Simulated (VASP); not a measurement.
# WC: single point with PBEsol

Crystal: WC.

```
CELL_PARAMETERS angstrom
0.00000 2.11837 2.17269
2.11837 0.00000 2.17269
2.11837 2.11837 0.00000
ATOMIC_POSITIONS crystal
W 0.00000 0.00000 0.00000
C 0.50000 0.50000 0.50000
```

This cell differs from its parent crystal: strain -0.025 along x and y, +0.000 along z.

```yaml
Program: VASP 6.6.1
Task: single point
Functional: PBEsol
Potentials_or_basis: VASP PAW PBE potentials, release 64 (W_sv, C)
Cutoff: 520 eV
k_mesh: 24 × 24 × 24
Occupations: gaussian, width 0.15 eV
Spin: no spin polarisation
```

The pressure is 24.0 GPa. The band gap on the k mesh is zero (bands 9 and 10 overlap by 3.43 eV).

Stress tensor (GPa, compression positive):
```
30.53  0.00  0.00
 0.00 30.53  0.00
 0.00  0.00 11.09
```

Levels at points of the mesh, in eV from the Fermi level:
| k point | band 5 | band 6 | band 7 | band 8 | band 9 | band 10 | band 11 | band 12 | band 13 | band 14 |
| --- | --- | --- | --- | --- | --- | --- | --- | --- | --- | --- |
| (0.00, 0.00, 0.00) | -16.47 | -3.29 | -2.94 | -2.94 | -1.28 | -1.24 | -1.13 | -1.13 | -0.88 | 7.49 |
| (0.50, 0.00, 0.00) | -11.26 | -10.50 | -7.19 | -7.13 | 1.13 | 1.34 | 2.69 | 5.01 | 9.33 | 10.06 |
| (0.50, 0.50, 0.00) | -14.24 | -6.41 | -5.97 | -2.47 | -2.47 | 0.98 | 2.62 | 2.62 | 5.95 | 8.54 |
| (0.50, 0.00, 0.50) | -14.20 | -6.42 | -5.64 | -2.71 | -2.60 | 1.01 | 2.45 | 2.78 | 6.38 | 8.35 |

It took 3.2 min on 1 thread of AMD EPYC 9R45 96-Core Processor (Zen 5) (shared host), peak memory 0.39 GiB.

Caveat: the cell differs from its parent crystal (strain -0.025 along x and y, +0.000 along z); the stress differs along the axes, from 11 to 31 GPa; the PAW data sets were made with another functional, which shifts forces and pressure a little; spin-orbit coupling is left out, which moves the levels of the heavy elements.
